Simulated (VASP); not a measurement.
Runs of VASP 6.6.1 on LiF. The structure is that of space group P6_3mc (No. 186), or close to it. The cells are those of the table. 

```tsv
cell	cutoff (eV)	gap on the mesh (eV)	largest force (eV/Å)
a = 3.050, b = 3.050, c = 4.719 Å, angles 90.0, 90.0, 120.0°, 4 atoms	750	7.80	(a)
a = 3.027, b = 3.027, c = 4.682 Å, angles 90.0, 90.0, 120.0°, 4 atoms	520	8.08	(c)
a = 3.061, b = 3.061, c = 4.807 Å, angles 90.0, 90.0, 120.0°, 4 atoms	520	7.73	0.22
a = 3.064, b = 3.092, c = 4.849 Å, angles 89.5, 91.1, 120.5°, 4 atoms	520	7.67	(b)
a = 3.117, b = 3.117, c = 4.823 Å, angles 90.0, 90.0, 120.0°, 4 atoms	520	7.46	0.11
```

Alike in all rows: task single point; level PBEsol; potentials or basis VASP PAW PBE potentials, release 64 (Li_sv, F); no spin polarisation; k mesh 9 × 9 × 6; smearing gaussian 0.02 eV.

Q: Fill in the values left out.

A: (a) 3.09; (b) 0.42; (c) 0.83.

Caveats: the PAW data sets were made with another functional, which shifts forces and pressure a little.

A k mesh can miss the band edges.
